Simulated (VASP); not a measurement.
# Y2Zr (Fd-3m) in VASP: notebook

Y2Zr is run at these levels: PBE; tasks: single point.

Everything below comes from runs of VASP 6.6.1. Logs are shortened: lines on timing, memory, paths and dates and some standing lists are left out, and cuts for length are marked.

### Step 1. The cell of the first run

It takes space group Fd-3m (No. 227, cubic). Conventional cell: a = 8.878 Å, b = 8.878 Å, c = 8.878 Å, α = 90.00°, β = 90.00°, γ = 90.00°. Y (site symmetry -3m) has 6 Y at 3.14 Å and 6 Zr at 3.68 Å within 4.1 Å. Within 4.8 Å of Zr (site symmetry -43m) lie 12 Y at 3.68 Å and 4 Zr at 3.84 Å.

### Step 2. Single point, PBE

INCAR

```
SYSTEM = Y2Zr
ALGO = Normal
EDIFF = 1E-7
ENCUT = 520
GGA = PE
ISIF = 2
ISMEAR = 0
LASPH = .TRUE.
LCHARG = .FALSE.
LREAL = .FALSE.
LWAVE = .FALSE.
NBANDS = 43
NELM = 100
PREC = Accurate
SIGMA = 0.1
```

KPOINTS

```
k-points
0
G
  4 4 4
  0 0 0
```

POSCAR

```
Y2Zr
1.0
    0.0000000000      4.4388901210      4.4388901210
    4.4388901210      0.0000000000      4.4388901210
    4.4388901210      4.4388901210      0.0000000000
Y Zr
4 2
Direct
    0.6250000000      0.6250000000      0.6250000000
    0.1250000000      0.6250000000      0.6250000000
    0.6250000000      0.6250000000      0.1250000000
    0.6250000000      0.1250000000      0.6250000000
    0.0000000000      0.0000000000      0.0000000000
    0.2500000000      0.2500000000      0.2500000000
```

Potentials or basis: VASP PAW PBE potentials, release 64 (Y_sv, Zr_sv).

Run with:

```sh
$ cat potpaw_PBE.64/Y_sv/POTCAR potpaw_PBE.64/Zr_sv/POTCAR > POTCAR
$ mpirun -np 1 vasp_std > vasp.out
```

OUTCAR:

```text
SYSTEM = Y2Zr
   EDIFF = 1E-7
   ENCUT = 520
   GGA = PE
   ISIF = 2
   ISMEAR = 0
   LASPH = .TRUE.
   LREAL = .FALSE.
   NELM = 100
   PREC = Accurate

 ion  position               nearest neighbor table
   1  0.625  0.625  0.625-   2 3.14   3 3.14   4 3.14   3 3.14   4 3.14   2 3.14   6 3.68   5 3.68
                             6 3.68   5 3.68   6 3.68   5 3.68
   2  0.125  0.625  0.625-   1 3.14   3 3.14   4 3.14   1 3.14   3 3.14   4 3.14   5 3.68   6 3.68
                             5 3.68   5 3.68   6 3.68   6 3.68
   3  0.625  0.625  0.125-   1 3.14   1 3.14   2 3.14   4 3.14   4 3.14   2 3.14   6 3.68   5 3.68
                             6 3.68   5 3.68   6 3.68   5 3.68
   4  0.625  0.125  0.625-   1 3.14   3 3.14   1 3.14   2 3.14   3 3.14   2 3.14   5 3.68   6 3.68
                             5 3.68   6 3.68   6 3.68   5 3.68
   5  0.000  0.000  0.000-   1 3.68   3 3.68   4 3.68   1 3.68   2 3.68   3 3.68   1 3.68   2 3.68
                             4 3.68   2 3.68   3 3.68   4 3.68   6 3.84   6 3.84   6 3.84   6 3.84
   6  0.250  0.250  0.250-   2 3.68   3 3.68   4 3.68   1 3.68   2 3.68   4 3.68   1 3.68   2 3.68
                             3 3.68   1 3.68   3 3.68   4 3.68   5 3.84   5 3.84   5 3.84   5 3.84

  LATTYP: Found a face centered cubic cell.
 ALAT       =     8.8777802420

  Lattice vectors:

 A1 = (   0.0000000000,   4.4388901210,   4.4388901210)
 A2 = (   4.4388901210,   0.0000000000,   4.4388901210)
 A3 = (   4.4388901210,   4.4388901210,   0.0000000000)

Analysis of symmetry for initial positions (statically):
=====================================================================
 Subroutine PRICEL returns:
 Original cell was already a primitive cell.

 Routine SETGRP: Setting up the symmetry group for a
 face centered cubic supercell.

 Subroutine GETGRP returns: Found 48 space group operations
 (whereof 24 operations were pure point group operations)
 out of a pool of 48 trial point group operations.

The static configuration has the point symmetry T_d .
 The point group associated with its full space group is O_h .

Analysis of symmetry for dynamics (positions and initial velocities):
=====================================================================
 Subroutine PRICEL returns:
 Original cell was already a primitive cell.

 Routine SETGRP: Setting up the symmetry group for a
 face centered cubic supercell.

 Subroutine GETGRP returns: Found 48 space group operations
 (whereof 24 operations were pure point group operations)
 out of a pool of 48 trial point group operations.

The dynamic configuration has the point symmetry T_d .
 The point group associated with its full space group is O_h .

 Subroutine INISYM returns: Found 48 space group operations
 (whereof 24 operations are pure point group operations),
 and found     1 'primitive' translations

----------------------------------------------------------------------------------------

                                     Primitive cell

  volume of cell :     174.9255

  direct lattice vectors                    reciprocal lattice vectors
     0.000000000  4.438890121  4.438890121    -0.112640770  0.112640770  0.112640770
     4.438890121  0.000000000  4.438890121     0.112640770 -0.112640770  0.112640770
     4.438890121  4.438890121  0.000000000     0.112640770  0.112640770 -0.112640770

  length of vectors
     6.277538611  6.277538611  6.277538611     0.195099536  0.195099536  0.195099536

  position of ions in fractional coordinates (direct lattice)
     0.625000000  0.625000000  0.625000000
     0.125000000  0.625000000  0.625000000
     0.625000000  0.625000000  0.125000000
     0.625000000  0.125000000  0.625000000
     0.000000000  0.000000000  0.000000000
     0.250000000  0.250000000  0.250000000

  ion indices of the primitive-cell ions
   primitive index   ion index
                 1           1
                 2           2
                 3           3
                 4           4
                 5           5
                 6           6

----------------------------------------------------------------------------------------

 KPOINTS: k-points

Automatic generation of k-mesh.
 Grid dimensions read from file:
 generate k-points for:    4    4    4

 Generating k-lattice:

  Cartesian coordinates                     Fractional coordinates (reciprocal lattice)
    -0.028160192  0.028160192  0.028160192     0.250000000  0.000000000  0.000000000
     0.028160192 -0.028160192  0.028160192     0.000000000  0.250000000  0.000000000
     0.028160192  0.028160192 -0.028160192     0.000000000  0.000000000  0.250000000

  Length of vectors
     0.048774884  0.048774884  0.048774884

  Shift w.r.t. Gamma in fractional coordinates (k-lattice)
     0.000000000  0.000000000  0.000000000

 Subroutine IBZKPT returns following result:
 ===========================================

 Found      8 irreducible k-points:

 Following reciprocal coordinates:
            Coordinates               Weight
  0.000000  0.000000  0.000000      1.000000
  0.250000  0.000000  0.000000      8.000000
  0.500000  0.000000  0.000000      4.000000
  0.250000  0.250000  0.000000      6.000000
  0.500000  0.250000  0.000000     24.000000
 -0.250000  0.250000  0.000000     12.000000
  0.500000  0.500000  0.000000      3.000000
 -0.250000  0.500000  0.250000      6.000000
   k-points           NKPTS =      8   k-points in BZ     NKDIM =      8   number of bands    NBANDS=     43
   number of dos      NEDOS =    301   number of ions     NIONS =      6
   total plane-waves  NPLWV = 110592
   dimension x,y,z NGX =    48 NGY =   48 NGZ =   48
   dimension x,y,z NGXF=    96 NGYF=   96 NGZF=   96
   ions per type =               4   2
   NGX,Y,Z   is equivalent  to a cutoff of  12.71, 12.71, 12.71 a.u.
   NGXF,Y,Z  is equivalent  to a cutoff of  25.42, 25.42, 25.42 a.u.
 SYSTEM =  Y2Zr
   PREC   = accura    normal or accurate (medium, high low for compatibility)
   ISTART =      0    job   : 0-new  1-cont  2-samecut
   ICHARG =      2    charge: 1-file 2-atom 10-const
   ISPIN  =      1    spin polarized calculation?
   LNONCOLLINEAR =      F non collinear calculations
   LSORBIT =      F    spin-orbit coupling
   LASPH  =      T    aspherical Exc in radial PAW
   ENCUT  =  520.0 eV  38.22 Ry    6.18 a.u.  11.67 11.67 11.67*2*pi/ulx,y,z
   NELM   =    100;   NELMIN=  2; NELMDL= -5     # of ELM steps
   EDIFF  = 0.1E-06   stopping-criterion for ELM
   LREAL  =      F    real-space projection
   EDIFFG = 0.1E-05   stopping-criterion for IOM
   NSW    =      0    number of steps for IOM
   IBRION =     -1    ionic relax: 0-MD 1-quasi-New 2-CG
   NFREE  =      0    steps in history (QN), initial steepest desc. (CG)
   ISIF   =      2    stress and relaxation
   ISYM   =      2    0-nonsym 1-usesym 2-fastsym
   POTIM  = 0.5000    time-step for ionic-motion
   TEBEG  =    0.0;   TEEND  =   0.0 temperature during run
   PSTRESS=    0.0 pullay stress
   NELECT =      68.0000    total number of electrons
   NUPDOWN=      -1.0000    fix difference up-down
   EMIN   =  10.00;   EMAX   =-10.00  energy-range for DOS
   EFERMI =   0.00;   METHOD = LEGACY
   ISMEAR =     0;   SIGMA  =   0.10  broadening in eV -4-tet -1-fermi 0-gaus
   EFERMI_NEDOS =   21; number of points for ismear=-14 and -15
   IALGO  =     38    algorithm
   IMIX   =      4    mixing-type and parameters
     AMIX     =   0.40;   BMIX     =  1.00
     AMIX_MAG =   1.60;   BMIX_MAG =  1.00
  volume/ion in A,a.u.               =      29.15       196.74
  Fermi-wavevector in a.u.,A,eV,Ry     =   1.194795  2.257835 19.422795  1.427535
  Thomas-Fermi vector in A             =   2.330776
   LORBIT       =      0    0 simple, 1 ext, 2 COOP (PROOUT), +10 PAW based schemes
   GGA     = PE    functional components
   LHFCALC =     F    Hartree Fock is set to
   AEXX    =    0.0000 exact exchange contribution
   IVDW    =     0    specifies the selected vdW correction
   LEPSILON=     F    determine dielectric tensor
   LRPA    =     F    only Hartree local field effects (RPA)
 non-spin polarized calculation
 Gauss-broadening in eV      SIGMA  =   0.10
  energy-cutoff  :      520.00
  volume of cell :      174.93
 maximum number of plane-waves:      4735
 NGX is ok and might be reduce to    48
   NGX = 23   NGY = 23   NGZ = 23

 number of electron      67.9999998 magnetization

 Free energy of the ion-electron system (eV)
  ---------------------------------------------------
  ext. energy  EPLUGINS =         0.00000000
  ---------------------------------------------------
  free energy    TOTEN  =       -39.38316437 eV

  energy without entropy =      -39.30205823  energy(sigma->0) =      -39.34261130

 E-fermi :   4.4749     XC(G=0):  -9.9421

 val. band max:        4.4513487513   @ k =  -0.2500   0.2500   0.0000
 cond. band min:       4.5099290427   @ k =   0.2500   0.0000   0.0000
 fundamental gap:      0.0585802914
 Fermi energy:         4.4749369502

 k-point     1 :       0.0000    0.0000    0.0000
  band No.  band energies     occupation
      1     -44.8311      2.00000
      2     -44.8231      2.00000
      3     -37.8721      2.00000
      4     -37.6623      2.00000
      5     -37.6623      2.00000
      6     -37.6623      2.00000
[... 35 lines left out ...]
     42       6.2856      0.00000
     43       6.5411      0.00000

 k-point     2 :       0.2500    0.0000    0.0000
  band No.  band energies     occupation
      1     -44.8303      2.00000
      2     -44.8240      2.00000
      3     -37.8506      2.00000
      4     -37.6848      2.00000
      5     -37.6623      2.00000
      6     -37.6623      2.00000
[... 35 lines left out ...]
     42       6.2897      0.00000
     43       6.4395      0.00000

 k-point     3 :       0.5000    0.0000    0.0000
  band No.  band energies     occupation
      1     -44.8291      2.00000
      2     -44.8251      2.00000
      3     -37.8207      2.00000
      4     -37.7159      2.00000
      5     -37.6624      2.00000
      6     -37.6624      2.00000
[... 183 lines left out ...]
      6     -37.6625      2.00000
[... 35 lines left out ...]
     42       6.3350      0.00000
     43       6.3357      0.00000

 k-point     8 :      -0.2500    0.5000    0.2500
  band No.  band energies     occupation
      1     -44.8271      2.00000
      2     -44.8271      2.00000
      3     -37.7686      2.00000
      4     -37.7686      2.00000
      5     -37.6625      2.00000
      6     -37.6625      2.00000
[... 35 lines left out ...]
     42       5.8648      0.00000
     43       6.8230      0.00000

------------------------ aborting loop because EDIFF is reached ----------------------------------------

  FORCE on cell =-STRESS in cart. coord.  units (eV):
  Direction    XX          YY          ZZ          XY          YZ          ZX
  --------------------------------------------------------------------------------------
  -------------------------------------------------------------------------------------
  Total       -0.0451273     -0.0451273     -0.0451273     -0.0000000      0.0000000      0.0000000
  in kB       -0.4133299     -0.4133299     -0.4133299     -0.0000000      0.0000000      0.0000000
  external PRESSURE =      -0.4133299 kB  Pullay stress =       0.0000000 kB

 VOLUME and BASIS-vectors are now :
 -----------------------------------------------------------------------------
  energy-cutoff  :      520.00
  volume of cell :      174.93
      direct lattice vectors                 reciprocal lattice vectors
     0.000000000  4.438890121  4.438890121    -0.112640770  0.112640770  0.112640770
     4.438890121  0.000000000  4.438890121     0.112640770 -0.112640770  0.112640770
     4.438890121  4.438890121  0.000000000     0.112640770  0.112640770 -0.112640770

 POSITION                                       TOTAL-FORCE (eV/Angst)
 -----------------------------------------------------------------------------------
      5.54861      5.54861      5.54861        -0.000000      0.000000      0.000000
      5.54861      3.32917      3.32917        -0.000000      0.000000      0.000000
      3.32917      3.32917      5.54861        -0.000000      0.000000      0.000000
      3.32917      5.54861      3.32917        -0.000000      0.000000      0.000000
      0.00000      0.00000      0.00000        -0.000000      0.000000      0.000000
      2.21945      2.21945      2.21945         0.000000     -0.000000     -0.000000
 -----------------------------------------------------------------------------------
    total drift:                                0.000000      0.000000     -0.000000

  FREE ENERGIE OF THE ION-ELECTRON SYSTEM (eV)
  ---------------------------------------------------
  free  energy   TOTEN  =       -39.3831643652 eV

  energy  without entropy=      -39.3020582260  energy(sigma->0) =      -39.34261130
```

It took 94 s on 1 thread of Intel Xeon Platinum 8375C at 2.90GHz (Ice Lake), shared host; peak memory 0.35 GiB.

Results:

* Free energy: -39.3832 eV
* Pressure: 0.0 GPa
* Band gap on the k mesh: zero (bands 34 and 35 overlap by 0.28 eV)

### Step 3. Single point, PBE

This run uses another cell than the first one, of 29.25 Å³/atom.

INCAR

```
  PREC = Accurate
  ENCUT = 520
  EDIFF = 1E-7
  ISMEAR = 0
  SIGMA = 0.1
  LREAL = False
  LASPH = True
  NELM = 80
  ALGO = Fast
  ISIF = 2
  LWAVE = False
  LCHARG = True
  GGA = PE
  LELF = True
  LVHAR = True
  NBANDS = 43
```

KPOINTS

```
Automatic mesh
0
Gamma
  8 8 8
```

POSCAR

```
Y2Zr
1.0
    0.0000000000      4.4435230313      4.4435230313
    4.4435230313      0.0000000000      4.4435230313
    4.4435230313      4.4435230313      0.0000000000
Y Zr
4 2
Direct
    0.1250000000      0.1250000000      0.1250000000
    0.6250000000      0.1250000000      0.1250000000
    0.1250000000      0.1250000000      0.6250000000
    0.1250000000      0.6250000000      0.1250000000
    0.5000000000      0.5000000000      0.5000000000
    0.7500000000      0.7500000000      0.7500000000
```

Potentials or basis: VASP PAW PBE potentials, release 64 (Y_sv, Zr_sv).

Run with:

```sh
$ cat potpaw_PBE.64/Y_sv/POTCAR potpaw_PBE.64/Zr_sv/POTCAR > POTCAR
$ mpirun -np 1 vasp_std > vasp.out
```

Wall time 20 min (1 thread of Intel Xeon Platinum 8375C at 2.90GHz (Ice Lake), shared host); peak memory 0.45 GiB.

It converged, with:

* Free energy: -39.3445 eV
* Pressure: -0.1 GPa
* Band gap on the k mesh: zero (bands 34 and 35 overlap by 0.33 eV)

Levels at points of the mesh, in eV from the Fermi level:
```csv
k point,band 31,band 32,band 33,band 34,band 35,band 36,band 37,band 38
"(0.00, 0.00, 0.00)",-0.92,-0.92,-0.08,-0.08,0.32,0.32,0.32,0.36
"(0.50, 0.00, 0.00)",-0.24,-0.24,-0.13,-0.13,0.30,0.30,0.60,0.63
"(0.50, 0.50, 0.00)",-0.39,-0.39,-0.37,-0.37,-0.24,-0.24,0.17,0.17
```

The gap in the log of VASP goes by the Fermi energy; the results here count the filled bands.